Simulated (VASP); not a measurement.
Set up this calculation in VASP 6.6.1, as the native input.

```
Task                   : single point
Functional             : PBE
Potentials or basis    : VASP PAW PBE potentials, release 64 (Ga_d, N_h)
Cutoff                 : 910 eV
k mesh                 : 1 × 1 × 1, shifted
Occupations            : fermi-dirac, width 0.05 eV
Spin                   : no spin polarisation
Dipole correction      : no
Second run             : hard_potentials
Further INCAR settings : ALGO = Normal; EDIFF = 1e-06; NBANDS = 76; ISYM = 0
```

The structure of GaN lies in POSCAR:

```
GaN
1.0
    5.4688290000     -0.0987570000     -0.2611840000
   -0.0987570000      5.7463480000     -0.0120910000
   -0.2611840000     -0.0120910000      5.5829250000
Ga N
7 7
Direct
    0.1087235460      0.9724700103      0.8742773699
    0.5533963586      0.5000518658      0.3421780521
    0.8143394974      0.9389577977      0.3264855584
    0.0224332656      0.4379757155      0.2139967444
    0.6231925498      0.6607722609      0.9000689281
    0.6442395796      0.1590631869      0.8003686783
    0.1025095018      0.4616592520      0.6401611635
    0.9138707961      0.1596094988      0.0704314080
    0.4690982459      0.4302177349      0.6649644620
    0.2350615148      0.8974499663      0.3275038397
    0.3931651646      0.9464008515      0.4595011366
    0.9837936691      0.6347912099      0.9026290746
    0.4314638124      0.9103446878     -0.1019515000
    0.9225900607      0.1348532052      0.6108857405
```

The input as run:

INCAR

```
PREC = Accurate
ENCUT = 910
EDIFF = 1E-6
ISMEAR = -1
SIGMA = 0.05
LREAL = False
LASPH = True
NELM = 120
ALGO = Normal
ISIF = 2
LWAVE = False
LCHARG = False
GGA = PE
ISYM = 0
NBANDS = 76
GGA_COMPAT = False
```

KPOINTS

```
Automatic mesh
0
Gamma
  1 1 1
  0.25 0.25 0.25
```

Potentials or basis: VASP PAW PBE potentials, release 64 (Ga_d, N_h).

Command:

```bash
$ cat potpaw_PBE.64/Ga_d/POTCAR potpaw_PBE.64/N_h/POTCAR > POTCAR
$ mpirun -np 1 vasp_std > vasp.out
```

It gave:

The pressure is 8.8 GPa and the largest force is 2.960 eV/Å. The band gap on the k mesh is 1.29 eV.

Caveat: the k points lie up to 1.15 Å⁻¹ apart; the cutoff is under 1.25 times the usual one of these potentials, so pressure, stress and relaxed cells hold a basis-set (Pulay) error.

Wall time 110 s on 1 thread of AMD EPYC 7R43 64-Core Processor (Zen 3), with other jobs on the host, peak memory 0.38 GiB.
